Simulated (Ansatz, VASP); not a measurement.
**Two plane-wave programs on MgO**

Contents of POSCAR:

```
MgO
1.0
    0.0000000000      2.1021674158      2.1021674158
    2.1021674158      0.0000000000      2.1021674158
    2.1021674158      2.1021674158      0.0000000000
Mg O
1 1
Direct
    0.0000000000      0.0000000000      0.0000000000
    0.5000000000      0.5000000000      0.5000000000
```

File INCAR.step1:

```
  PREC = Accurate
  ENCUT = 520
  ISMEAR = 0
  SIGMA = 0.01
  LREAL = F
  LASPH = T
  NELM = 60
  NBANDS = 11
  GGA = PE
  ALGO = Normal
  EDIFF = 1E-4
  LWAVE = T
  LCHARG = F
```

INCAR.step2

```
  PREC = Accurate
  ENCUT = 520
  EDIFF = 1E-7
  ISMEAR = 0
  SIGMA = 0.01
  LREAL = F
  LASPH = T
  NELM = 60
  ALGO = Normal
  ISIF = 2
  LWAVE = F
  LCHARG = T
  METAGGA = R2SCAN
  LMIXTAU = T
  LELF = T
  LVHAR = T
  NBANDS = 11
  ISTART = 1
```

KPOINTS

```
Automatic mesh
0
Gamma
  8 8 8
```

Input for Ansatz:

```yaml
crystal:
  lattice:
    - [0.0, 2.1021674158, 2.1021674158]
    - [2.1021674158, 0.0, 2.1021674158]
    - [2.1021674158, 2.1021674158, 0.0]
  atoms:
    - { symbol: Mg, position: [0.0, 0.0, 0.0] }
    - { symbol: O, position: [0.5, 0.5, 0.5] }
kpoints:
  mp_grid: { grid: [8, 8, 8] }
hamiltonian:
  xc: r2scan
scf:
  occupations: { method: fixed }
  n_extra_bands: 4
output:
  forces: true
  stress: true
  eigenvalues: true
```

Alike in both runs: task single point; functional r2SCAN; k mesh 8 × 8 × 8; no spin polarisation.

```csv
,VASP,Ansatz
version,VASP 6.6.1,Ansatz 0.2.0
potentials or method,"VASP PAW PBE potentials, release 64 (Mg, O)",plane waves
plane-wave cutoff (eV),520,500
occupations,"gaussian, width 0.01 eV",fixed
valence electrons in the cell,8,16
```

Ansatz gave:

* gap on the k mesh at the Fermi level (eV): 5.68
* pressure (GPa): 0.0

**Question.** Estimate VASP's values.

**Answer.** gap on the k mesh at the Fermi level (eV): 5.66; pressure (GPa): -1.1.

VASP's potentials were made for PBE, not for r2SCAN. VASP's potentials hold 8 valence electrons a cell and Ansatz's 16, so a difference there can come from the potentials and not from the codes.
